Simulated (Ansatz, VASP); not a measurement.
# Two plane-wave programs on YHg

The input INCAR:

```
ALGO = Normal
EDIFF = 1E-8
ENCUT = 520
ISIF = 2
ISMEAR = -1
LASPH = T
LCHARG = F
LEFG = T
LREAL = F
LWAVE = F
NBANDS = 18
NELM = 60
PREC = Accurate
SIGMA = 0.08
```

The input KPOINTS:

```
k-points
0
Gamma
  11 11 11
```

Contents of POSCAR:

```
YHg
1.0
    3.7542144122      0.0000000000      0.0000000000
    0.0000000000      3.7542144122      0.0000000000
    0.0000000000      0.0000000000      3.7542144122
Y Hg
1 1
Direct
    0.5000000000      0.5000000000      0.5000000000
    0.0000000000      0.0000000000      0.0000000000
```

Input for Ansatz:

```yaml
crystal:
  lattice:
    - [3.7542144122, 0.0, 0.0]
    - [0.0, 3.7542144122, 0.0]
    - [0.0, 0.0, 3.7542144122]
  atoms:
    - { symbol: "Y", position: [0.5, 0.5, 0.5] }
    - { symbol: Hg, position: [0.0, 0.0, 0.0] }
kpoints:
  mp_grid: { grid: [11, 11, 11] }
scf:
  occupations: { method: fermi_dirac, width: 0.08 }
hamiltonian:
  xc: lda
  pseudopotentials: { kind: paw }
output:
  forces: true
  stress: true
  eigenvalues: true
  efg: { contact_densities: true }
  write_density: true
  write_potential: true
  elf: true
  volumetric_format: npy
```

Change from the starting cell: volume scaled by 1.06, PAW files.

Alike in both runs: task electric field gradients; functional LDA; k mesh 11 × 11 × 11; occupations fermi-dirac, width 0.08 eV; no spin polarisation.

```csv
,VASP,Ansatz
version,VASP 6.6.1,Ansatz 0.2.0
potentials or method,"VASP PAW LDA potentials, release 64 (Y_sv, Hg)","PAW with Ansatz's default frozen-core files, scalar-relativistic"
plane-wave cutoff (eV),520,420
valence electrons in the cell,23,31
```

Ansatz gave:

| Property | Result |
| --- | --- |
| pressure (GPa) | -6.8 |

**Question.** What did VASP give for the same quantities?

**Answer.** Pressure (GPa): -6.6.

LDA's correlation is that of Perdew and Zunger in VASP and of Perdew and Wang (1992) in Ansatz. VASP's potentials hold 23 valence electrons a cell and Ansatz's 31, so a difference there can come from the potentials and not from the codes.

Spin-orbit coupling is off throughout.
